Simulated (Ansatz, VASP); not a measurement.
Te2Mo in VASP and in Ansatz

```
Te Mo
1.0
     6.44532    0.00000    0.00000
     0.00000    3.52620    0.00000
    -0.08687    0.00000   36.65194
Te Mo
4 2
Direct
  0.42925 0.75000 0.54070
  0.57075 0.25000 0.45930
  0.92085 0.25000 0.55653
  0.07915 0.75000 0.44347
  0.18135 0.25000 0.49747
  0.81865 0.75000 0.50253
```

Alike in both runs: task single point; functional PBE exchange alone; k mesh 4 × 8 × 1; occupations fermi-dirac, width 0.05 eV; no spin polarisation.

|  | VASP | Ansatz |
| --- | --- | --- |
| version | VASP 6.6.1 | Ansatz 0.2.0 |
| potentials or method | VASP PAW PBE potentials, release 64 (Te, Mo_sv) | Ansatz PAW |
| plane-wave cutoff (eV) | 520 | 420 |
| valence electrons in the cell | 52 | 92 |

```tsv
	VASP	Ansatz	Ansatz less VASP
gap on the k mesh at the Fermi level (eV)	none	none	-
rms of the force components (eV/Å)	0.468	0.456	-0.0122
```

VASP's potentials were made for PBE, not for PBE exchange alone. Atom by atom the forces differ by 0.012 eV/Å (rms over components). A gap of «none» marks a metal or a gap that the smearing closes. VASP's potentials hold 52 valence electrons a cell and Ansatz's 92, so a difference there can come from the potentials and not from the codes.

Neither program's run includes spin-orbit coupling.
